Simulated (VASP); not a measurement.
Crystal: Au.

```
CELL_PARAMETERS angstrom
0.00000 1.99381 1.99381
1.99381 0.00000 1.99381
1.99381 1.99381 0.00000
ATOMIC_POSITIONS crystal
Au 0.00000 0.00000 0.00000
```

Base run:

| Property | Result |
| --- | --- |
| Program | VASP 6.6.1 |
| Functional | LDA |
| Potentials or basis | VASP PAW LDA potentials, release 64 (Au) |
| Cutoff | 520 eV |
| k mesh | 12 × 12 × 12 |
| Occupations | fermi-dirac, width 0.06 eV |
| Spin | no spin polarisation |

Its results: pressure 10.5 GPa.

Task: The run is repeated on the same cell with these changes: functional from LDA to PBEsol; potentials or basis from VASP PAW LDA potentials, release 64 (Au) to VASP PAW PBE potentials, release 64 (Au). What comes out?

Result: Pressure 14.9 GPa.

Caveats: the PAW data sets were made with another functional, which shifts forces and pressure a little (some runs).
